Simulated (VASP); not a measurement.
Here is a VASP 6.6.1 calculation.

INCAR

```
PREC = Accurate
ENCUT = 520
EDIFF = 1E-6
ISMEAR = 0
SIGMA = 0.1
LREAL = False
LASPH = True
NELM = 150
ALGO = Normal
ISIF = 2
LWAVE = False
LCHARG = False
ISPIN = 2
MAGMOM = 0.71
LORBIT = 11
NUPDOWN = 0.71
LMAXMIX = 4
GGA = PS
NBANDS = 15
```

File KPOINTS:

```
Automatic mesh
0
Gamma
  14 14 14
```

File POSCAR:

```
Ni
1.0
    0.0000000000      1.7673000000      1.7673000000
    1.7673000000      0.0000000000      1.7673000000
    1.7673000000      1.7673000000      0.0000000000
Ni
1
Direct
    0.0000000000      0.0000000000      0.0000000000
```

Potentials or basis: VASP PAW PBE potentials, release 64 (Ni).

Command:

```sh
$ cat potpaw_PBE.64/Ni/POTCAR > POTCAR
$ mpirun -np 1 vasp_std > vasp.out
```

Estimate the pressure.

-11.4 GPa.

Caveat: the cell stands under tension; the PAW data sets were made with another functional, which shifts forces and pressure a little; the total moment is fixed, so each spin has its own Fermi level.
